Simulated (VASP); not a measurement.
Runs of VASP 6.6.1 on MgB3Pd3. The structure is that of space group Pm-3m (No. 221), or close to it. The cells are those of the table. 

```tsv
task	cell	k mesh	cutoff (eV)	gap on the mesh (eV)	pressure (GPa)
single point	a = 4.650 Å, 7 atoms	4 × 4 × 4	520	none	0.0
single point	a = 4.468 Å, 7 atoms	4 × 4 × 4	520	none	(a)
relaxation of cell and atoms	relaxed from a = 4.468 Å, 7 atoms	4 × 4 × 4	600	none	0.0
single point	a = 4.648 Å, 7 atoms	8 × 8 × 8	520	none	-0.1
```

Alike in all rows: level PBE; potentials or basis VASP PAW PBE potentials, release 64 (Mg, B, Pd); no spin polarisation; smearing gaussian 0.1 eV.

Question: Estimate the missing entries.

Answer: (a) 18.8.

A k mesh can miss the band edges, and the runs leave out spin-orbit coupling on Pd.

A gap of «none» marks levels without a gap at the run's occupations.
